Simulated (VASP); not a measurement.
**Nb: single point with PBEsol**

Crystal: Nb.

```xyz
1
Lattice="2.3823 0.0000 0.0000 0.0000 2.3823 0.0000 0.0000 0.0000 2.3823" Properties=species:S:1:pos:R:3 pbc="T T T"
Nb    0.0000    0.0000    0.0000
```

This cell differs from its parent crystal: volume scaled by 0.7.

| Quantity | Value |
| --- | --- |
| Program | VASP 6.6.1 |
| Task | single point |
| Functional | PBEsol |
| Potentials or basis | VASP PAW PBE potentials, release 64 (Nb_sv) |
| Cutoff | 520 eV |
| k mesh | 14 × 14 × 14 |
| Occupations | fermi-dirac, width 0.1 eV |
| Spin | no spin polarisation |

```yaml
Pressure: 102.3 GPa
```

Levels at points of the mesh, in eV from the Fermi level:
```
           k point  band 3  band 4  band 5  band 6  band 7  band 8  band 9  band 10  band 11  band 12
(0.00, 0.00, 0.00)  -28.97  -28.97   -6.27   -4.92   -4.92    7.85    7.85     7.85    18.33    18.33
(0.50, 0.00, 0.00)  -28.53  -28.53   -3.46   -2.65    1.45    2.08    2.08     8.50    14.00    15.18
(0.50, 0.50, 0.00)  -32.35  -28.14   -7.36   -1.33    3.32    3.32    8.60     8.60    11.67    18.02
(0.50, 0.50, 0.50)  -31.73  -31.73   -4.89   -4.89   -4.89    6.35   12.13    12.13    19.30    19.30
```

Run time: 11 s on 1 thread of AMD EPYC 7R13 Processor (Zen 3), on a shared host, peak memory 0.1 GiB.

Caveat: the PAW data sets were made with another functional, which shifts forces and pressure a little.
